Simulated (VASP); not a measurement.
Input of a VASP 6.6.1 run:

Contents of INCAR:

```
  PREC = Accurate
  ENCUT = 520
  EDIFF = 1E-6
  ISMEAR = 0
  SIGMA = 0.1
  LREAL = False
  LASPH = True
  NELM = 60
  ALGO = Fast
  ISIF = 2
  LWAVE = False
  LCHARG = False
  GGA = PS
  NBANDS = 41
```

Contents of KPOINTS:

```
regular mesh
0
Gamma
  6 6 6
```

Contents of POSCAR:

```
Ti5Si
1.0
    2.4901572970      1.4376929858      4.3985812800
   -2.4901572970      1.4376929858      4.3985812800
    0.0000000000     -2.8753859716      4.3985812800
Ti Si
5 1
Direct
    0.1512727144      0.1512727144      0.1512727144
    0.6045989958      0.3954010042      0.0000000000
    0.0000000000      0.6045989958      0.3954010042
    0.8487272856      0.8487272856      0.8487272856
    0.3954010042      0.0000000000      0.6045989958
    0.5000000000      0.5000000000      0.5000000000
```

Potentials or basis: VASP PAW PBE potentials, release 64 (Ti_sv, Si).

Run with:

```bash
$ cat potpaw_PBE.64/Ti_sv/POTCAR potpaw_PBE.64/Si/POTCAR > POTCAR
$ mpirun -np 1 vasp_std > vasp.out
```

**Question.** What does it give for the pressure?

**Answer.** -0.1 GPa.

**Question.** What does it give for the band gap on the k mesh?

**Answer.** Zero (bands 32 and 33 overlap by 0.51 eV).

Caveat: the PAW data sets were made with another functional, which shifts forces and pressure a little.
